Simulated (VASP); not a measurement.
Here is a VASP 6.6.1 calculation.

File INCAR:

```
PREC     = Accurate       # precision mode
ENCUT    = 520            # plane-wave cutoff, eV
EDIFF    = 1E-6           # SCF threshold, eV
ISMEAR   = -1             # smearing method
SIGMA    = 0.05           # smearing width, eV
LREAL    = F              # projectors in reciprocal space
LASPH    = T              # aspherical terms in the spheres
NELM     = 60             # most SCF steps
ALGO     = Normal         # electronic algorithm
ISIF     = 2              # what is computed and relaxed
LWAVE    = F              # write WAVECAR
LCHARG   = T              # write CHGCAR
GGA      = RP             # functional
IVDW     = 12             # dispersion correction
LELF     = T              # ELF
LVHAR    = T            
NBANDS   = 16             # bands
```

The input KPOINTS:

```
Automatic mesh
0
Gamma
  12 12 4
```

Contents of POSCAR:

```
BN
1.0
    2.5023473476      0.0000000000      0.0000000000
   -1.2511736738      2.1670963721      0.0000000000
    0.0000000000      0.0000000000      6.1288231164
N B
2 2
Direct
    0.6666666667      0.3333333333      0.2500000000
    0.3333333333      0.6666666667      0.7500000000
    0.6666666667      0.3333333333      0.7500000000
    0.3333333333      0.6666666667      0.2500000000
```

Potentials or basis: VASP PAW PBE potentials, release 64 (N, B).

Command:

```sh
$ cat potpaw_PBE.64/N/POTCAR potpaw_PBE.64/B/POTCAR > POTCAR
$ mpirun -np 1 vasp_std > vasp.out
```

Q: Estimate the band gap on the k mesh.

A: 4.22 eV, indirect (least direct gap 4.53 eV).

Q: Predict the pressure.

A: 0.1 GPa.

Q: What does it give for the dispersion energy per atom?

A: -0.458 eV.

Stress tensor (GPa, compression positive):
```
 0.18  0.00  0.00
 0.00  0.18  0.00
 0.00  0.00 -0.20
```

Caveat: the PAW data sets were made with another functional, which shifts forces and pressure a little. Expect the measured gap to be larger: semilocal functionals such as RPBE lack the derivative discontinuity.
